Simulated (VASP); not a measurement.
# SnGe5 (P6/mmm) in VASP: further runs

SnGe5 is run at these levels: PBE; tasks: single point.

All numbers are computed with VASP 6.6.1; they aren't measurements. Logs are shortened: lines on timing, memory, paths and dates and some standing lists are left out, and cuts for length are marked.

## 1. The cell of the first run

Symmetry: P6/mmm, No. 191, hexagonal system. The conventional cell has a = 5.632 Å, b = 5.632 Å, c = 4.605 Å, α = 90.00°, β = 90.00°, γ = 120.00°. Within 4.3 Å of Sn (site symmetry 6/mmm) lie 18 Ge at 3.25 to 3.64 Å. Ge (site symmetry -6m2) has 9 Ge at 2.82 to 3.25 Å and 3 Sn at 3.25 Å within 3.7 Å. Within 3.7 Å of Ge (site symmetry mmm) lie 8 Ge at 2.82 Å and 4 Sn at 3.64 Å.

The cell was built from a structure type or drawn by symmetry, and may not be a known phase.

## 2. Single point, PBE

INCAR reads:

```
ALGO = Normal
EDIFF = 1E-6
ENCUT = 520
GGA = PE
ISIF = 2
ISMEAR = 0
LASPH = T
LCHARG = T
LELF = T
LREAL = F
LVHAR = T
LWAVE = F
NBANDS = 51
NELM = 80
PREC = Accurate
SIGMA = 0.1
```

KPOINTS reads:

```
k-points
0
Gamma
  6 6 4
```

POSCAR reads:

```
SnGe5
1.0
    5.6322519100      0.0000000000      0.0000000000
   -2.8161259600      4.8776732400      0.0000000000
    0.0000000000      0.0000000000      4.6052802300
Sn Ge
1 5
Direct
    0.0000000000      0.0000000000      0.0000000000
    0.3333333300      0.6666666700      0.0000000000
    0.6666666700      0.3333333300      0.0000000000
    0.5000000000      0.0000000000      0.5000000000
    0.5000000000      0.5000000000      0.5000000000
    0.0000000000      0.5000000000      0.5000000000
```

Potentials or basis: VASP PAW PBE potentials, release 64 (Sn_d, Ge_d).

The run is started by

```bash
> cat potpaw_PBE.64/Sn_d/POTCAR potpaw_PBE.64/Ge_d/POTCAR > POTCAR
> mpirun -np 1 vasp_std > vasp.out
```

OUTCAR:

```text
EDIFF = 1E-6
   ENCUT = 520
   GGA = PE
   ISIF = 2
   ISMEAR = 0
   LASPH = T
   LREAL = F
   NELM = 80
   PREC = Accurate

 ion  position               nearest neighbor table
   1  0.000  0.000  0.000-   2 3.25   3 3.25   3 3.25   2 3.25   3 3.25   2 3.25
   2  0.333  0.667  0.000-   6 2.82   6 2.82   4 2.82   4 2.82   5 2.82   5 2.82   1 3.25   1 3.25
                             1 3.25
   3  0.667  0.333  0.000-   6 2.82   6 2.82   4 2.82   4 2.82   5 2.82   5 2.82   1 3.25   1 3.25
                             1 3.25
   4  0.500  0.000  0.500-   6 2.82   6 2.82   5 2.82   5 2.82   2 2.82   3 2.82   2 2.82   3 2.82

   5  0.500  0.500  0.500-   6 2.82   6 2.82   4 2.82   4 2.82   2 2.82   3 2.82   2 2.82   3 2.82

   6  0.000  0.500  0.500-   5 2.82   5 2.82   4 2.82   4 2.82   2 2.82   3 2.82   2 2.82   3 2.82

  LATTYP: Found a hexagonal cell.
 ALAT       =     5.6322519100
 C/A-ratio  =     0.8176623318

  Lattice vectors:

 A1 = (   5.6322519100,   0.0000000000,   0.0000000000)
 A2 = (  -2.8161259600,   4.8776732400,   0.0000000000)
 A3 = (   0.0000000000,   0.0000000000,   4.6052802300)

Analysis of symmetry for initial positions (statically):
=====================================================================
 Subroutine PRICEL returns:
 Original cell was already a primitive cell.

 Routine SETGRP: Setting up the symmetry group for a
 hexagonal supercell.

 Subroutine GETGRP returns: Found 24 space group operations
 (whereof 24 operations were pure point group operations)
 out of a pool of 24 trial point group operations.

The static configuration has the point symmetry D_6h.

Analysis of symmetry for dynamics (positions and initial velocities):
=====================================================================
 Subroutine PRICEL returns:
 Original cell was already a primitive cell.

 Routine SETGRP: Setting up the symmetry group for a
 hexagonal supercell.

 Subroutine GETGRP returns: Found 24 space group operations
 (whereof 24 operations were pure point group operations)
 out of a pool of 24 trial point group operations.

The dynamic configuration has the point symmetry D_6h.

 Subroutine INISYM returns: Found 24 space group operations
 (whereof 24 operations are pure point group operations),
 and found     1 'primitive' translations

----------------------------------------------------------------------------------------

[... 98 lines left out ...]
   EDIFFG = 0.1E-04   stopping-criterion for IOM
   NSW    =      0    number of steps for IOM
   IBRION =     -1    ionic relax: 0-MD 1-quasi-New 2-CG
   NFREE  =      0    steps in history (QN), initial steepest desc. (CG)
   ISIF   =      2    stress and relaxation
   ISYM   =      2    0-nonsym 1-usesym 2-fastsym
   POTIM  = 0.5000    time-step for ionic-motion
   TEBEG  =    0.0;   TEEND  =   0.0 temperature during run
   PSTRESS=    0.0 pullay stress
   NELECT =      84.0000    total number of electrons
   NUPDOWN=      -1.0000    fix difference up-down
   EMIN   =  10.00;   EMAX   =-10.00  energy-range for DOS
   EFERMI =   0.00;   METHOD = LEGACY
   ISMEAR =     0;   SIGMA  =   0.10  broadening in eV -4-tet -1-fermi 0-gaus
   EFERMI_NEDOS =   21; number of points for ismear=-14 and -15
   IALGO  =     38    algorithm
   IMIX   =      4    mixing-type and parameters
     AMIX     =   0.40;   BMIX     =  1.00
     AMIX_MAG =   1.60;   BMIX_MAG =  1.00
  volume/ion in A,a.u.               =      21.09       142.30
  Fermi-wavevector in a.u.,A,eV,Ry     =   1.428184  2.698877 27.751952  2.039711
  Thomas-Fermi vector in A             =   2.548274
   LORBIT       =      0    0 simple, 1 ext, 2 COOP (PROOUT), +10 PAW based schemes
   GGA     = PE    functional components
   LHFCALC =     F    Hartree Fock is set to
   AEXX    =    0.0000 exact exchange contribution
   IVDW    =     0    specifies the selected vdW correction
   LEPSILON=     F    determine dielectric tensor
   LRPA    =     F    only Hartree local field effects (RPA)
 non-spin polarized calculation
 Gauss-broadening in eV      SIGMA  =   0.10
  energy-cutoff  :      520.00
  volume of cell :      126.52
 maximum number of plane-waves:      3427
 NGX is ok and might be reduce to    42
   NGX = 21   NGY = 21   NGZ = 17

 number of electron      84.0000042 magnetization

 Free energy of the ion-electron system (eV)
  ---------------------------------------------------
  ext. energy  EPLUGINS =         0.00000000
  ---------------------------------------------------
  free energy    TOTEN  =       -24.01854960 eV

  energy without entropy =      -24.00475897  energy(sigma->0) =      -24.01165428

 E-fermi :   6.6978     XC(G=0): -10.8186

 val. band max:        6.6754336962   @ k =   0.5000   0.0000   0.2500
 cond. band min:       6.7401944141   @ k =   0.3333   0.0000   0.5000
 fundamental gap:      0.0647607179
 Fermi energy:         6.6977577634

 k-point     1 :       0.0000    0.0000    0.0000
  band No.  band energies     occupation
      1     -18.1501      2.00000
      2     -18.1084      2.00000
      3     -18.1084      2.00000
      4     -18.1079      2.00000
      5     -18.1079      2.00000
      6     -18.0782      2.00000
[... 1123 lines left out ...]
     50      11.4099      0.00000
     51      11.4130      0.00000

------------------------ aborting loop because EDIFF is reached ----------------------------------------

  FORCE on cell =-STRESS in cart. coord.  units (eV):
  Direction    XX          YY          ZZ          XY          YZ          ZX
  --------------------------------------------------------------------------------------
  -------------------------------------------------------------------------------------
  Total        0.5115436      0.5115436      6.3098341     -0.0000000      0.0000000      0.0000000
  in kB        6.4780221      6.4780221     79.9056860     -0.0000000      0.0000000      0.0000000
  external PRESSURE =      30.9539101 kB  Pullay stress =       0.0000000 kB

 VOLUME and BASIS-vectors are now :
 -----------------------------------------------------------------------------
  energy-cutoff  :      520.00
  volume of cell :      126.52
      direct lattice vectors                 reciprocal lattice vectors
     5.632251910  0.000000000  0.000000000     0.177548877  0.102507892  0.000000000
    -2.816125960  4.877673240  0.000000000     0.000000000  0.205015783  0.000000000
     0.000000000  0.000000000  4.605280230     0.000000000  0.000000000  0.217142052

 POSITION                                       TOTAL-FORCE (eV/Angst)
 -----------------------------------------------------------------------------------
      0.00000      0.00000      0.00000         0.000000      0.000000      0.000000
     -0.00000      3.25178      0.00000        -0.000000      0.000000      0.000000
      2.81613      1.62589      0.00000         0.000000     -0.000000     -0.000000
      2.81613      0.00000      2.30264         0.000000      0.000000      0.000000
      1.40806      2.43884      2.30264         0.000000      0.000000      0.000000
     -1.40806      2.43884      2.30264         0.000000      0.000000      0.000000
 -----------------------------------------------------------------------------------
    total drift:                                0.000000     -0.000000      0.000000

  FREE ENERGIE OF THE ION-ELECTRON SYSTEM (eV)
  ---------------------------------------------------
  free  energy   TOTEN  =       -24.0185496003 eV

  energy  without entropy=      -24.0047589664  energy(sigma->0) =      -24.01165428
```

OSZICAR:

```text
N       E                     dE             d eps       ncg     rms          rms(c)
DAV:   1     0.912852458558E+03    0.91285E+03   -0.39282E+04  2439   0.439E+03
DAV:   2     0.170163472715E+03   -0.74269E+03   -0.72283E+03  2142   0.988E+02
DAV:   3    -0.840974551457E+01   -0.17857E+03   -0.17491E+03  2274   0.265E+02
DAV:   4    -0.238137717721E+02   -0.15404E+02   -0.15111E+02  2531   0.835E+01
DAV:   5    -0.242988182971E+02   -0.48505E+00   -0.48313E+00  2395   0.162E+01    0.328E+00
DAV:   6    -0.240554905539E+02    0.24333E+00   -0.48183E-01  3294   0.551E+00    0.174E+00
DAV:   7    -0.240211184184E+02    0.34372E-01   -0.18791E-01  2441   0.466E+00    0.528E-01
DAV:   8    -0.240187198146E+02    0.23986E-02   -0.34610E-02  2558   0.328E+00    0.195E-01
DAV:   9    -0.240185241973E+02    0.19562E-03   -0.67369E-03  2700   0.172E+00    0.852E-02
DAV:  10    -0.240185213798E+02    0.28176E-05   -0.13815E-03  2868   0.653E-01    0.392E-02
DAV:  11    -0.240185534487E+02   -0.32069E-04   -0.39928E-04  2710   0.384E-01    0.130E-02
DAV:  12    -0.240185468869E+02    0.65618E-05   -0.97654E-05  2670   0.338E-01    0.106E-02
DAV:  13    -0.240185484117E+02   -0.15247E-05   -0.28631E-05  2667   0.113E-01    0.302E-03
DAV:  14    -0.240185494677E+02   -0.10560E-05   -0.97015E-06  1966   0.272E-02    0.194E-03
DAV:  15    -0.240185496003E+02   -0.13262E-06   -0.60882E-07  1239   0.370E-02
   1 F= -.24018550E+02 E0= -.24011654E+02  d E =-.137906E-01
```

It took 99 s on 1 thread of Intel Xeon Platinum 8488C (Sapphire Rapids), shared host; peak memory 0.29 GiB.

What came out:

```yaml
Free_energy: -24.0185 eV
Pressure: 3.1 GPa
Band_gap_on_the_k_mesh: zero (bands 42 and 43 overlap by 2.39 eV)
```

Levels at points of the mesh, in eV from the Fermi level:
```
           k point  band 40  band 41  band 42  band 43  band 44  band 45
(0.00, 0.00, 0.00)    -1.79    -0.16     0.31     0.31     0.78     0.78
(0.50, 0.00, 0.00)    -1.50    -1.27    -0.43     0.12     0.38     0.51
(0.00, 0.00, 0.50)    -2.47    -2.47    -2.08    -2.08    -0.61     2.95
(0.50, 0.00, 0.50)    -0.23     0.05     0.29     0.82     0.92     1.69
```

Caveat: the cell stands under pressure; spin-orbit coupling is left out, which moves the levels of the heavy elements.

## 3. Single point, PBE

This run uses another cell than the first one, of 22.14 Å³/atom.

INCAR reads:

```
SYSTEM = SnGe5
ALGO = Normal
EDIFF = 1E-6
ENCUT = 520
GGA = PE
ISIF = 2
ISMEAR = 0
LASPH = .TRUE.
LCHARG = .TRUE.
LELF = .TRUE.
LREAL = .FALSE.
LVHAR = .TRUE.
LWAVE = .FALSE.
NBANDS = 51
NELM = 60
PREC = Accurate
SIGMA = 0.1
```

KPOINTS reads:

```
k-points
0
G
  12 12 8
  0 0 0
```

POSCAR reads:

```
SnGe5
1.0
    5.5151403191      0.0000000028      0.0000000000
   -2.7575701620      4.7762516204      0.0000000000
    0.0000000000      0.0000000000      5.0439293044
Sn Ge
1 5
Direct
    0.0000000000      0.0000000000      0.0000000000
    0.3333333333      0.6666666667      0.0000000000
    0.6666666667      0.3333333333      0.0000000000
    0.5000000000      0.0000000000      0.5000000000
    0.5000000000      0.5000000000      0.5000000000
    0.0000000000      0.5000000000      0.5000000000
```

Potentials or basis: VASP PAW PBE potentials, release 64 (Sn_d, Ge_d).

The run is started by

```bash
> cat potpaw_PBE.64/Sn_d/POTCAR potpaw_PBE.64/Ge_d/POTCAR > POTCAR
> mpirun -np 1 vasp_std > vasp.out
```

It took 6.6 min on 1 thread of Intel Xeon Platinum 8488C (Sapphire Rapids), shared host; peak memory 0.59 GiB.

It converged, with:

```yaml
Free_energy: -24.3316 eV
Pressure: 0.0 GPa
Band_gap_on_the_k_mesh: zero (bands 42 and 43 overlap by 3.13 eV)
```

Levels at points of the mesh, in eV from the Fermi level:
```
           k point  band 39  band 40  band 41  band 42  band 43  band 44  band 45  band 46
(0.00, 0.00, 0.00)    -3.60    -2.78    -0.48    -0.48     0.05     0.54     0.54     0.87
(0.50, 0.00, 0.00)    -2.21    -2.08    -0.49     0.21     0.29     0.50     0.52     0.71
(0.00, 0.00, 0.50)    -3.15    -2.33    -2.33    -2.00    -2.00    -0.24     0.99     1.34
(0.50, 0.00, 0.50)     0.06     0.26     0.43     0.80     1.17     1.33     1.98     2.08
```

Caveat: spin-orbit coupling is left out, which moves the levels of the heavy elements.
